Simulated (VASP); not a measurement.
## CdS: single point with r2SCAN

CdS:

```
Cd S
1.0
     4.15000    0.00000    0.00000
    -2.07500    3.59401    0.00000
     0.00000    0.00000    6.73700
Cd S
2 2
Direct
  0.66667 0.33333 0.50000
  0.33333 0.66667 0.00000
  0.66667 0.33333 0.87500
  0.33333 0.66667 0.37500
```

```
Program                : VASP 6.6.1
Task                   : single point
Functional             : r2SCAN
Potentials or basis    : VASP PAW PBE potentials, release 64 (Cd, S)
Cutoff                 : 550 eV
k mesh                 : 7 × 7 × 4
Occupations            : fermi-dirac, width 0.05 eV
Spin                   : non-collinear spin, zero start, spin-orbit coupling
Starting moments       : [[0.0, 0.0, 0.0], [0.0, 0.0, 0.0], [0.0, 0.0, 0.0], [0.0, 0.0, 0.0]] μB
Dipole correction      : no
Further INCAR settings : ALGO = Normal; EDIFF = 1e-06; NBANDS = 50
```

```yaml
Pressure: 1.0 GPa
Largest_force: 0.072 eV/Å
Net_moment: 0.00 μB per cell
Valence_electrons_inside_the_program's_atomic_spheres: Cd 10.30; S 3.74
```

Forces in eV/Å, atoms in the order of the input:
```
Cd   0.000  0.000 -0.072
Cd   0.000  0.000 -0.072
S    0.000  0.000  0.072
S    0.000  0.000  0.072
```

Stress tensor (GPa, compression positive):
```
0.75 0.00 0.00
0.00 0.75 0.00
0.00 0.00 1.36
```

Moments on the atoms (μB; x, y, z):
```
Cd  0.00 0.00 0.00
Cd  0.00 0.00 0.00
S   0.00 0.00 0.00
S   0.00 0.00 0.00
```

Run time: 62 min on 1 thread of Oxide Virtual Turin-like Processor, on a shared host, peak memory 0.65 GiB.

Caveat: the PAW data sets were made with another functional, which shifts forces and pressure a little.
